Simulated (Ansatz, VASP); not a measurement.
**Nb in VASP and in Ansatz**

The input POSCAR:

```
Nb
1.0
   -1.6527822138      1.6527822138      1.6527822138
    1.6527822138     -1.6527822138      1.6527822138
    1.6527822138      1.6527822138     -1.6527822138
Nb
1
Direct
    0.0000000000      0.0000000000      0.0000000000
```

File INCAR.step1:

```
PREC = Accurate ; ENCUT = 550
ISMEAR = -1 ; SIGMA = 0.05
LREAL = F ; LASPH = T
NELM = 120 ; NBANDS = 12
GGA = PE ; ALGO = Normal
EDIFF = 1E-5 ; LWAVE = T
LCHARG = F ; GGA_COMPAT = F
```

File INCAR.step2:

```
PREC = Accurate ; ENCUT = 550
EDIFF = 1E-6 ; ISMEAR = -1
SIGMA = 0.05 ; LREAL = F
LASPH = T ; NELM = 120
ALGO = Normal ; ISIF = 2
LWAVE = F ; LCHARG = F
METAGGA = R2SCAN ; LMIXTAU = T
NBANDS = 12 ; ISTART = 1
GGA_COMPAT = F
```

Contents of KPOINTS:

```
Automatic mesh
0
Gamma
  11 11 11
```

input.yaml

```yaml
crystal:
  lattice:
    - [-1.6527822138, 1.6527822138, 1.6527822138]
    - [1.6527822138, -1.6527822138, 1.6527822138]
    - [1.6527822138, 1.6527822138, -1.6527822138]
  atoms:
    - { symbol: Nb, position: [0.0, 0.0, 0.0] }
hamiltonian:
  xc: r2scan
  pseudopotentials: { kind: paw }
kpoints:
  mp_grid: { grid: [11, 11, 11] }
scf:
  occupations: { method: fermi_dirac, width: 0.05 }
output:
  forces: true
  stress: true
  eigenvalues: true
  write_density: true
  write_potential: true
  elf: true
  volumetric_format: npy
```

Alike in both runs: task single point; functional r2SCAN; k mesh 11 × 11 × 11; occupations fermi-dirac, width 0.05 eV; no spin polarisation.

|  | VASP | Ansatz |
| --- | --- | --- |
| version | VASP 6.6.1 | Ansatz 0.2.0 |
| potentials or method | VASP PAW PBE potentials, release 64 (Nb_sv) | Ansatz PAW |
| plane-wave cutoff (eV) | 550 | 500 |
| valence electrons in the cell | 13 | 13 |

Ansatz gave:

* gap on the k mesh at the Fermi level (eV): none
* pressure (GPa): 0.3

Task: Estimate VASP's values.

Result: gap on the k mesh at the Fermi level (eV): none; pressure (GPa): 0.2.

VASP's potentials were made for PBE, not for r2SCAN. A gap of «none» marks a metal or a gap that the smearing closes.
